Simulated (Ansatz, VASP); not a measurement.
# Two plane-wave programs on Hg

```
CELL_PARAMETERS angstrom
5.42784 0.00000 0.00000
-2.71392 4.70065 0.00000
0.00000 0.00000 3.17442
ATOMIC_POSITIONS crystal
Hg 0.00000 0.00000 0.00000
Hg 0.33333 0.66667 0.50000
Hg 0.66667 0.33333 0.50000
```

Alike in both runs: task single point; functional r2SCAN; k mesh 8 × 8 × 11; occupations fermi-dirac, width 0.1 eV; no spin polarisation.

|  | VASP | Ansatz |
| --- | --- | --- |
| version | VASP 6.6.1 | Ansatz 0.2.0 |
| potentials or method | VASP PAW PBE potentials, release 64 (Hg), cutoff 520 eV | plane waves (500 eV) with PAW, scalar-relativistic |
| valence electrons in the cell | 36 | 60 |

```tsv
	VASP	Ansatz	Ansatz less VASP
pressure (GPa)	0.2	0.0	-0.22
traceless stress, the component that is largest in VASP (GPa)	0.07	0.03	-0.036
```

VASP's potentials were made for PBE, not for r2SCAN. The functional is the same, so the differences come from potentials, cutoffs and numerics. VASP's potentials hold 36 valence electrons a cell and Ansatz's 60, so a difference there can come from the potentials and not from the codes.

Neither program's run includes spin-orbit coupling.
